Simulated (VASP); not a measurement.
# W4O in VASP: further runs, part 2 of 2

VASP 6.6.1. Earlier steps stand in the parts before.

## (5) Single point, PBE

File INCAR:

```
PREC = Accurate
ENCUT = 520
EDIFF = 1E-6
ISMEAR = 0
SIGMA = 0.1
LREAL = F
LASPH = T
NELM = 60
ALGO = Normal
ISIF = 2
LWAVE = F
LCHARG = T
LDIPOL = T
IDIPOL = 3
DIPOL = 0.5 0.5 0.347
GGA = PE
LELF = T
LVHAR = T
LVACPOTAV = T
NBANDS = 39
```

File KPOINTS:

```
regular mesh
0
Gamma
  8 8 1
```

File POSCAR:

```
W4O
1.0
    3.1836991688      0.0000000000      0.0000000000
    0.0000000000      3.1836991688      0.0000000000
    0.0000000000      0.0000000000     20.1425775749
W O
4 1
Direct
    0.5000000000      0.5000000000      0.1985843165
    0.0000000000      0.0000000000      0.2776134069
    0.5000000000      0.5000000000      0.3599451800
    0.0000000000      0.0000000000      0.4290700901
    0.3750000000      0.5000000000      0.4711374074
```

Potentials or basis: VASP PAW PBE potentials, release 64 (W_sv, O).

The run is started by

```
$ cat potpaw_PBE.64/W_sv/POTCAR potpaw_PBE.64/O/POTCAR > POTCAR
$ mpirun -np 1 vasp_std > vasp.out
```

OUTCAR:

```text
PREC = Accurate
   ENCUT = 520
   EDIFF = 1E-6
   ISMEAR = 0
   LREAL = F
   LASPH = T
   NELM = 60
   ISIF = 2
   GGA = PE

 ion  position               nearest neighbor table
   1  0.500  0.500  0.199-   2 2.76   2 2.76   2 2.76   2 2.76   3 3.25
   2  0.000  0.000  0.278-   1 2.76   1 2.76   1 2.76   1 2.76   3 2.80   3 2.80   3 2.80   3 2.80
                             4 3.05
   3  0.500  0.500  0.360-   5 2.27   4 2.65   4 2.65   4 2.65   4 2.65   2 2.80   2 2.80   2 2.80
                             2 2.80   1 3.25
   4  0.000  0.000  0.429-   5 2.16   5 2.16   3 2.65   3 2.65   3 2.65   3 2.65   5 2.69   5 2.69
                             2 3.05
[... 1218 lines left out ...]
  Total       -4.3019450     -6.0472248     -2.0480198      0.0000000      0.0000000      0.4465004
  in kB      -33.7595261    -47.4556150    -16.0718414      0.0000000      0.0000000      3.5039132
  external PRESSURE =     -32.4289942 kB  Pullay stress =       0.0000000 kB

 VOLUME and BASIS-vectors are now :
 -----------------------------------------------------------------------------
  energy-cutoff  :      520.00
  volume of cell :      204.16
      direct lattice vectors                 reciprocal lattice vectors
     3.183699169  0.000000000  0.000000000     0.314100029  0.000000000  0.000000000
     0.000000000  3.183699169  0.000000000     0.000000000  0.314100029  0.000000000
     0.000000000  0.000000000 20.142577575     0.000000000  0.000000000  0.049646079

 POSITION                                       TOTAL-FORCE (eV/Angst)
 -----------------------------------------------------------------------------------
      1.59185      1.59185      4.00000        -0.010810      0.000000      1.989251
      0.00000      0.00000      5.59185         0.189730      0.000000     -1.713846
      1.59185      1.59185      7.25022        -1.090024      0.000000     -1.391177
      0.00000      0.00000      8.64258         1.551298      0.000000      1.007421
      1.19389      1.59185      9.48992        -0.640195      0.000000      0.108351
 -----------------------------------------------------------------------------------
    total drift:                               -0.000043     -0.000000     -0.000125

  FREE ENERGIE OF THE ION-ELECTRON SYSTEM (eV)
  ---------------------------------------------------
  free  energy   TOTEN  =       -54.2145349024 eV

  energy  without entropy=      -54.1949362710  energy(sigma->0) =      -54.20473559

 vacuum level on the upper side and lower side of the slab         5.470         5.209
```

stdout:

```text
POSCAR found type information on POSCAR W O
 POSCAR found :  2 types and       5 ions
 scaLAPACK will be used
 LDA part: xc-table for (Slater+PW92), standard interpolation
 POSCAR, INCAR and KPOINTS ok, starting setup
 FFT: planning ... GRIDC
 FFT: planning ... GRID_SOFT
 FFT: planning ... GRID
 WAVECAR not read
 entering main loop
 -----------------------------------------------------------------------------
|                                                                             |
|           W    W    AA    RRRRR   N    N  II  N    N   GGGG   !!!           |
|           W    W   A  A   R    R  NN   N  II  NN   N  G    G  !!!           |
|           W    W  A    A  R    R  N N  N  II  N N  N  G       !!!           |
|           W WW W  AAAAAA  RRRRR   N  N N  II  N  N N  G  GGG   !            |
|           WW  WW  A    A  R   R   N   NN  II  N   NN  G    G                |
|           W    W  A    A  R    R  N    N  II  N    N   GGGG   !!!           |
|                                                                             |
|     Did not find any points to average over, which means that no vacuum     |
|     field-free region was found. Please increase the size of  your cell     |
|     in the dimension of the dipole correction to obtain accurate            |
|     workfunction values.                                                    |
|                                                                             |
 -----------------------------------------------------------------------------
```

It took 5 min on 1 thread of Intel Xeon Platinum 8124M at 3.00GHz (Skylake/Cascade Lake), shared host; peak memory 0.37 GiB.

What came out:

* Free energy: -54.2145 eV
* Largest force: 1.989 eV/Å
* Band gap on the k mesh: zero (bands 31 and 32 overlap by 1.64 eV)

Forces on the atoms (eV/Å):
```
W   -0.011  0.000  1.989
W    0.190  0.000 -1.714
W   -1.090  0.000 -1.391
W    1.551  0.000  1.007
O   -0.640  0.000  0.108
```

Levels at points of the mesh, in eV from the Fermi level:
| k point | band 29 | band 30 | band 31 | band 32 | band 33 | band 34 |
| --- | --- | --- | --- | --- | --- | --- |
| (0.00, 0.00, 0.00) | -0.91 | -0.53 | -0.47 | -0.45 | -0.19 | 0.51 |
| (0.50, 0.00, 0.00) | -0.83 | -0.47 | 0.08 | 0.30 | 0.33 | 1.37 |
| (0.00, 0.50, 0.00) | -0.75 | -0.60 | -0.48 | 0.17 | 0.64 | 1.52 |
| (0.50, 0.50, 0.00) | -1.36 | 0.29 | 1.19 | 1.89 | 1.95 | 1.99 |

Caveat: spin-orbit coupling is left out, which moves the levels of the heavy elements.

## (6) Overview

```csv
cell,gap on the mesh (eV),largest force (eV/Å)
"as given, atomic positions A",none,2.45
"as given, atomic positions B",none,3.38
"as given, atomic positions C",none,3.06
"as given, atomic positions D",none,1.99
```

Alike in all rows: task single point; level PBE; potentials or basis VASP PAW PBE potentials, release 64 (W_sv, O); no spin polarisation; k mesh 8 × 8 × 1; cutoff (eV) 520; smearing gaussian 0.1 eV.

Caveats: spin-orbit coupling is left out, which moves the levels of the heavy elements.

Absolute energies hang on the potentials; compare differences alone.
